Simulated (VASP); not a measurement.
A run of VASP 6.6.1:

Contents of POSCAR:

```
Zr
1.0
   -1.7613172132      1.7613172132      1.7613172132
    1.7613172132     -1.7613172132      1.7613172132
    1.7613172132      1.7613172132     -1.7613172132
Zr
1
Direct
    0.0000000000      0.0000000000      0.0000000000
```

The input INCAR.step1:

```
PREC = Accurate
ENCUT = 520
EDIFF = 1E-7
ISMEAR = -1
SIGMA = 0.08
LREAL = F
LASPH = T
NELM = 60
ALGO = Normal
ISIF = 2
LWAVE = F
LCHARG = T
LMAXMIX = 4
GGA = PS
NBANDS = 12
```

The input KPOINTS.step1:

```
regular mesh
0
Gamma
  15 15 15
```

Contents of INCAR.step2:

```
PREC = Accurate
ENCUT = 520
EDIFF = 1E-7
ISMEAR = -5
SIGMA = 0.08
LREAL = F
LASPH = T
NELM = 60
ALGO = Normal
ISIF = 2
LWAVE = F
LCHARG = F
LMAXMIX = 4
GGA = PS
LORBIT = 10
NEDOS = 1001
ICHARG = 11
```

The input KPOINTS.step2:

```
regular mesh
0
Gamma
  23 23 23
```

Potentials or basis: VASP PAW PBE potentials, release 64 (Zr_sv).

Run with:

```console
$ cat potpaw_PBE.64/Zr_sv/POTCAR > POTCAR
$ cp INCAR.step1 INCAR
$ cp KPOINTS.step1 KPOINTS
$ mpirun -np 1 vasp_std > vasp.out
$ cp INCAR.step2 INCAR
$ cp KPOINTS.step2 KPOINTS
$ mpirun -np 1 vasp_std > vasp.out
```

Hardware: 1 thread of Intel Xeon 8259CL, with other jobs on the host.

How long does it take, and how much memory?

It took 82 s on 1 thread of Intel Xeon 8259CL (shared host), peak memory 0.22 GiB. Counts: k points 364.
